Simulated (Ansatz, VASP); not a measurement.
## One calculation of ZnS, two programs

INCAR

```
  PREC = Accurate
  ENCUT = 520
  EDIFF = 1E-7
  ISMEAR = 0
  SIGMA = 0.05
  LREAL = False
  LASPH = True
  NELM = 60
  ALGO = Normal
  ISIF = 2
  LWAVE = False
  LCHARG = False
  GGA = PS
  NBANDS = 16
```

File KPOINTS:

```
Automatic mesh
0
Gamma
  10 10 10
```

Contents of POSCAR:

```
ZnS
1.0
    0.0200869431      2.6782590749      2.6782590749
    2.6983460180      0.0000000000      2.6983460180
    2.6782590749      2.6782590749      0.0200869431
Zn S
1 1
Direct
    0.0000000000      0.0000000000      0.0000000000
    0.7500000000      0.7500000000      0.7500000000
```

Input for Ansatz:

```yaml
crystal:
  lattice:
    - [0.0200869431, 2.6782590749, 2.6782590749]
    - [2.698346018, 0.0, 2.698346018]
    - [2.6782590749, 2.6782590749, 0.0200869431]
  atoms:
    - { symbol: Zn, position: [0.0, 0.0, 0.0] }
    - { symbol: S, position: [0.75, 0.75, 0.75] }
basis:
  ecutwfc: 420
kpoints:
  mp_grid: { grid: [10, 10, 10] }
hamiltonian:
  xc: pbesol
scf:
  occupations: { method: gaussian, width: 0.05 }
output:
  forces: true
  stress: true
  eigenvalues: true
```

Change from the starting cell: strain +0.0150 x Voigt [0, 0, 0, 0, 1, 0], atoms carried along.

Alike in both runs: task single point; functional PBEsol; k mesh 10 × 10 × 10; occupations gaussian, width 0.05 eV; no spin polarisation.

|  | VASP | Ansatz |
| --- | --- | --- |
| version | VASP 6.6.1 | Ansatz 0.2.0 |
| potentials or method | VASP PAW PBE potentials, release 64 (Zn, S), cutoff 520 eV | scalar-relativistic, plane waves, PAW |
| valence electrons in the cell | 18 | 18 |

Ansatz gave:

* gap on the k mesh at the Fermi level (eV): 2.05
* least direct gap on the mesh (eV): 2.05
* pressure (GPa): 0.0
* traceless stress, the component that is largest in VASP (GPa): -1.11
* rms of the force components (eV/Å): 0.053

Problem. What did VASP give for the same quantities?

Solution. gap on the k mesh at the Fermi level (eV): 2.06; least direct gap on the mesh (eV): 2.06; pressure (GPa): 0.2; traceless stress, the component that is largest in VASP (GPa): -1.11; rms of the force components (eV/Å): 0.053.

VASP's potentials were made for PBE, not for PBEsol. Atom by atom the forces differ by 0.001 eV/Å (rms over components).
